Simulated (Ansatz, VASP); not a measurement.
**One calculation of Bi2Se3, two programs**

Contents of INCAR:

```
ALGO = Normal
EDIFF = 1E-8
ENCUT = 520
GGA = PE
ISIF = 2
ISMEAR = -1
LASPH = T
LCHARG = F
LEFG = T
LREAL = F
LWAVE = F
NBANDS = 32
NELM = 100
PREC = Accurate
SIGMA = 0.03
```

The input KPOINTS:

```
k-points
0
Gamma
  6 6 6
```

POSCAR

```
Bi2Se3
1.0
    1.9103796366      1.0217282372      9.4963178004
   -2.2326189570      1.0838732160      9.5584627793
   -0.1073005297     -2.5351413033      9.5812094203
Bi Se
2 3
Direct
    0.4008000000      0.4008000000      0.4008000000
    0.5992000000      0.5992000000      0.5992000000
    0.0000000000      0.0000000000      0.0000000000
    0.2117000000      0.2117000000      0.2117000000
    0.7883000000      0.7883000000      0.7883000000
```

Input for Ansatz:

```yaml
crystal:
  lattice:
    - [1.9103796366, 1.0217282372, 9.4963178004]
    - [-2.232618957, 1.083873216, 9.5584627793]
    - [-0.1073005297, -2.5351413033, 9.5812094203]
  atoms:
    - { symbol: Bi, position: [0.4008, 0.4008, 0.4008] }
    - { symbol: Bi, position: [0.5992, 0.5992, 0.5992] }
    - { symbol: Se, position: [0.0, 0.0, 0.0] }
    - { symbol: Se, position: [0.2117, 0.2117, 0.2117] }
    - { symbol: Se, position: [0.7883, 0.7883, 0.7883] }
kpoints:
  mp_grid: { grid: [6, 6, 6] }
scf:
  occupations: { method: fermi_dirac, width: 0.03 }
hamiltonian:
  xc: pbe
  pseudopotentials: { kind: paw }
output:
  forces: true
  stress: true
  eigenvalues: true
  efg: { contact_densities: true }
  write_density: true
  write_potential: true
  elf: true
  volumetric_format: npy
```

Change from the starting cell: equal xy, yz and zx shear strains of -3 %, PAW files.

Alike in both runs: task electric field gradients; functional PBE; k mesh 6 × 6 × 6; occupations fermi-dirac, width 0.03 eV; no spin polarisation.

|  | VASP | Ansatz |
| --- | --- | --- |
| version | VASP 6.6.1 | Ansatz 0.2.0 |
| potentials or method | VASP PAW PBE potentials, release 64 (Bi_d, Se) | PAW with Ansatz's default frozen-core files, scalar-relativistic |
| plane-wave cutoff (eV) | 520 | 420 |
| valence electrons in the cell | 48 | 78 |

Ansatz gave:

| Item | Value |
| --- | --- |
| pressure (GPa) | 2.6 |
| traceless stress, the component that is largest in VASP (GPa) | 1.84 |
| rms of the force components (eV/Å) | 0.143 |
| size of Vzz on the site where it differs most (V/Å²) | 78.3 |

Question: Which values does VASP return?

Answer: Pressure (GPa): 2.6; traceless stress, the component that is largest in VASP (GPa): 1.85; rms of the force components (eV/Å): 0.148; size of Vzz on the site where it differs most (V/Å²): 73.9.

Atom by atom the forces differ by 0.006 eV/Å (rms over components). VASP's potentials hold 48 valence electrons a cell and Ansatz's 78, so a difference there can come from the potentials and not from the codes.

Spin-orbit coupling is off throughout.
